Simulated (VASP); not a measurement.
FeO:

```xyz
4
Lattice="2.6282 -1.6021 0.0000 2.6282 1.6021 0.0000 -1.3498 0.0000 5.0801" Properties=species:S:1:pos:R:3 pbc="T T T"
Fe    1.9533    0.0000    2.5400
Fe    0.0000    0.0000    0.0000
O     3.6048    0.0000    1.2700
O     0.3017    0.0000    3.8100
```

| Property | Result |
| --- | --- |
| Program | VASP 6.6.1 |
| Task | relaxation of cell and atoms |
| Functional | PBE |
| Potentials or basis | VASP PAW PBE potentials, release 64 (Fe, O) |
| Cutoff | 600 eV |
| k mesh | 6 × 6 × 4 |
| Occupations | gaussian, width 0.1 eV |
| Spin | collinear spin, ferromagnetic start |
| Starting moments | [3.74, 3.74, 0.34, 0.34] μB |

At the start: pressure -8.8 GPa; volume 10.70 Å³/atom.

Q: Where does the relaxation end?

A: Over 7 steps the energy falls by 33.7 meV/atom and the volume is 10.00 Å³/atom (-6.5 %); space group I4/mmm (No. 139, to 0.1 Å) before, Fm-3m (No. 225, to 0.1 Å); moment 8.00 μB per cell.

The path:
```csv
step,energy change (eV),largest force (eV/Å),pressure (GPa),volume (Å³)
1,0.0000,0.0000,-8.75,42.78
2,-0.0748,0.0000,4.95,39.26
3,-0.0841,0.0000,1.15,40.08
4,-0.1158,0.0000,1.38,39.82
5,-0.1300,0.0000,2.57,39.46
6,-0.1311,0.0000,-2.35,40.51
7,-0.1347,0.0000,-0.12,40.01
```

Final structure:
```cif
data_structure
_symmetry_space_group_name_H-M 'P 1'
_symmetry_Int_Tables_number 1
_cell_length_a 3.0430
_cell_length_b 3.0430
_cell_length_c 5.2737
_cell_angle_alpha 106.620
_cell_angle_beta 106.620
_cell_angle_gamma 60.250
_cell_volume 40.01
loop_
_atom_site_label
_atom_site_type_symbol
_atom_site_fract_x
_atom_site_fract_y
_atom_site_fract_z
_atom_site_occupancy
Fe1 Fe 0.50000 0.50000 0.50000 1
Fe2 Fe 0.00000 0.00000 0.00000 1
O1 O 0.75000 0.75000 0.25000 1
O2 O 0.25000 0.25000 0.75000 1
```

Caveat: the k points lie up to 0.40 Å⁻¹ apart in the final cell, too coarse for converged energies and pressures of a metal; the run started ferromagnetic, and an antiferromagnetic order may lie lower in energy.
